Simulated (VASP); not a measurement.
Write the native input for VASP 6.6.1 that does the following.

| Item | Value |
| --- | --- |
| Task | single point |
| Functional | LDA |
| Potentials or basis | VASP PAW LDA potentials, release 64 (La, Be, O) |
| Cutoff | 520 eV |
| k mesh | 6 × 6 × 6 |
| Occupations | gaussian, width 0.15 eV |
| Spin | no spin polarisation |
| Dipole correction | no |
| Further INCAR settings | ALGO = Normal; EDIFF = 1e-06; NBANDS = 24 |

The structure of LaBeO3 lies in POSCAR:

```
LaBeO3
1.0
    3.7075970000      0.0000000000      0.0000000000
    0.0000000000      3.7075970000      0.0000000000
    0.0000000000      0.0000000000      3.7075970000
La Be O
1 1 3
Direct
    0.0000000000      0.0000000000      0.0000000000
    0.5000000000      0.5000000000      0.5000000000
    0.5000000000      0.5000000000      0.0000000000
    0.5000000000      0.0000000000      0.5000000000
    0.0000000000      0.5000000000      0.5000000000
```

One way to write it, as run:

INCAR

```
SYSTEM = LaBeO3
PREC = Accurate ; ENCUT = 520
EDIFF = 1E-6 ; ISMEAR = 0
SIGMA = 0.15 ; LREAL = .False.
LASPH = .True. ; NELM = 80
ALGO = Normal ; ISIF = 2
LWAVE = .False. ; LCHARG = .False.
GGA = CA ; NBANDS = 24
```

KPOINTS

```
regular mesh
0
Gamma
  6 6 6
  0 0 0
```

Potentials or basis: VASP PAW LDA potentials, release 64 (La, Be, O).

Run with:

```sh
$ cat potpaw_LDA.64/La/POTCAR potpaw_LDA.64/Be/POTCAR potpaw_LDA.64/O/POTCAR > POTCAR
$ mpirun -np 1 vasp_std > vasp.out
```

Results of the run:

| Item | Value |
| --- | --- |
| Pressure | -12.3 GPa |

Caveat: an odd number of electrons without spin polarisation forces a metal; a magnetic or distorted state may lie lower.

It took 18 s on 1 thread of AMD EPYC 7R13 Processor (Zen 3), with other jobs on the host, peak memory 0.14 GiB.
